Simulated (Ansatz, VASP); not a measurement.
# Two plane-wave programs on CO2

```xyz
6
Lattice="2.5665 -2.3224 0.0000 2.5665 2.3224 0.0000 0.0000 0.0000 6.2128" Properties=species:S:1:pos:R:3 pbc="T T T"
C     0.0000    0.0000    0.0000
C     2.5665    0.0000    3.1064
O     2.5665   -1.3797    5.5362
O     2.5665    1.3797    0.6766
O     2.5665   -0.9427    2.4298
O     2.5665    0.9427    3.7830
```

Alike in both runs: functional LDA; k mesh 8 × 8 × 4; occupations gaussian, width 0.02 eV; no spin polarisation.

Ansatz relaxed the structure, and its values are those at the end. VASP's run is a single point on that final structure, the one shown.

```csv
,VASP,Ansatz
version,VASP 6.6.1,Ansatz 0.2.0
potentials or method,"VASP PAW LDA potentials, release 64 (C, O), cutoff 520 eV","scalar-relativistic, plane waves, PAW"
valence electrons in the cell,32,32
```

VASP gave:

```
gap on the k mesh at the Fermi level (eV) : 6.44
least direct gap on the mesh (eV)         : 7.13
pressure (GPa)                            : 2.3
rms of the force components (eV/Å)        : 0.377
```

**Question.** Estimate Ansatz's values.

**Answer.** gap on the k mesh at the Fermi level (eV): 6.48; least direct gap on the mesh (eV): 7.16; pressure (GPa): 0.0; rms of the force components (eV/Å): 0.001.

LDA's correlation is that of Perdew and Zunger in VASP and of Perdew and Wang (1992) in Ansatz.

Noted on VASP's run: the standard files for N, O and F lose accuracy on very short bonds.
